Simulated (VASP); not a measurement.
KTmI4: relaxation of cell and atoms with PBE

Crystal: KTmI4.

```
CELL_PARAMETERS angstrom
3.01175 1.73883 8.29048
-3.01175 1.73883 8.29048
0.00000 -3.47767 8.29048
ATOMIC_POSITIONS crystal
K 0.50000 0.50000 0.50000
Tm 0.00000 0.00000 0.00000
I 0.25388 0.25388 0.25388
I 0.74612 0.74612 0.74612
I 0.64213 0.64213 0.64213
I 0.35787 0.35787 0.35787
```

The cell was generated, and may not be a known phase.

```yaml
Program: VASP 6.6.1
Task: relaxation of cell and atoms
Functional: PBE
Potentials_or_basis: VASP PAW PBE potentials, release 64 (K_sv, Tm_3, I), 4f in core
Cutoff: 500 eV
k_mesh: 3 × 3 × 3
Occupations: gaussian, width 0.15 eV
Spin: no spin polarisation
Dipole_correction: no
Further_INCAR_settings: ALGO = Normal; EDIFF = 1e-07; IBRION = 2; EDIFFG = -0.08; NSW = 36; ISIF = 3
```

| Property | Result |
| --- | --- |
| Relaxed volume | 41.35 Å³/atom |
| Relaxed cell | a = 12.450 Å, b = 12.450 Å, c = 12.450 Å, α = 22.51°, β = 22.51°, γ = 22.51° |
| Space group after relaxing (to 0.1 Å) | R-3m (No. 166) |
| Energy gained by relaxing | 1230.9 meV/atom |
| Ionic steps | 20 |
| Pressure after relaxing | 0.0 GPa |
| Largest force after relaxing | 0.055 eV/Å |
| Band gap on the k mesh | 0.75 eV (least direct gap 0.87 eV) |

Forces in eV/Å, atoms in the order of the input:
```
K    0.000  0.000  0.000
Tm   0.000  0.000  0.000
I    0.000  0.000  0.055
I    0.000  0.000 -0.055
I    0.000  0.000 -0.037
I    0.000  0.000  0.037
```

The path:
| step | energy change (eV) | largest force (eV/Å) | pressure (GPa) | volume (Å³) |
| --- | --- | --- | --- | --- |
| 1 | 0.0000 | 7.0373 | 5.28 | 260.50 |
| 2 | -5.7491 | 0.5584 | -3.40 | 309.73 |
| 3 | -5.7241 | 0.4343 | -3.22 | 303.30 |
| 4 | -5.7470 | 0.4804 | -3.34 | 307.26 |
| 5 | -6.7083 | 0.6143 | -1.52 | 266.09 |
| 6 | -6.8895 | 0.8034 | 0.21 | 247.28 |
| 7 | -6.8944 | 0.8554 | 0.73 | 242.95 |
| 8 | -7.0330 | 0.7267 | 0.68 | 243.80 |
| 9 | -7.2494 | 0.3551 | 0.76 | 245.50 |
| 10 | -7.2657 | 0.4114 | 0.92 | 246.08 |
| 11 | -7.2896 | 0.1664 | -0.80 | 263.20 |
| 12 | -7.3043 | 0.2569 | -0.20 | 256.43 |
| 13 | -7.3204 | 0.2075 | -0.17 | 255.10 |
| 14 | -7.3535 | 0.1018 | -0.08 | 251.11 |
| 15 | -7.3437 | 0.3033 | 0.18 | 243.23 |
| 16 | -7.3625 | 0.1087 | 0.01 | 248.02 |
| 17 | -7.3768 | 0.0460 | 0.13 | 246.91 |
| 18 | -7.3826 | 0.0728 | 0.27 | 245.46 |
| 19 | -7.3816 | 0.0772 | -0.35 | 251.23 |
| 20 | -7.3857 | 0.0555 | -0.02 | 248.13 |

Final structure:
```
CELL_PARAMETERS angstrom
2.43004 1.40298 12.13002
-2.43004 1.40298 12.13002
0.00000 -2.80597 12.13002
ATOMIC_POSITIONS crystal
K 0.50000 0.50000 0.50000
Tm 0.00000 0.00000 0.00000
I 0.22518 0.22518 0.22518
I 0.77482 0.77482 0.77482
I 0.62895 0.62895 0.62895
I 0.37105 0.37105 0.37105
```

Levels at points of the mesh, in eV from the valence-band top:
| k point | band 20 | band 21 | band 22 | band 23 | band 24 | band 25 | band 26 | band 27 |
| --- | --- | --- | --- | --- | --- | --- | --- | --- |
| (0.00, 0.00, 0.00) | -0.19 | -0.09 | 0.00 | 0.00 | 0.87 | 0.87 | 1.02 | 3.42 |

Wall time 22 min on 1 thread of Intel(R) Xeon(R) 6975P-C (Granite Rapids), on a shared host, peak memory 0.77 GiB.

Caveat: semilocal functionals underestimate gaps, and a narrow one can read as zero; a cell axis changed by over 15 % at a fixed basis, so the end point is rough; spin-orbit coupling is left out, which moves the levels of the heavy elements; the 4f electrons are frozen in the core, so they carry no moment and show no levels; the relaxation stopped at a loose force limit of 0.08 eV/Å, so its end isn't a converged minimum. Spin polarisation is off, so any magnetic state and its effect on volume and gap are missing.
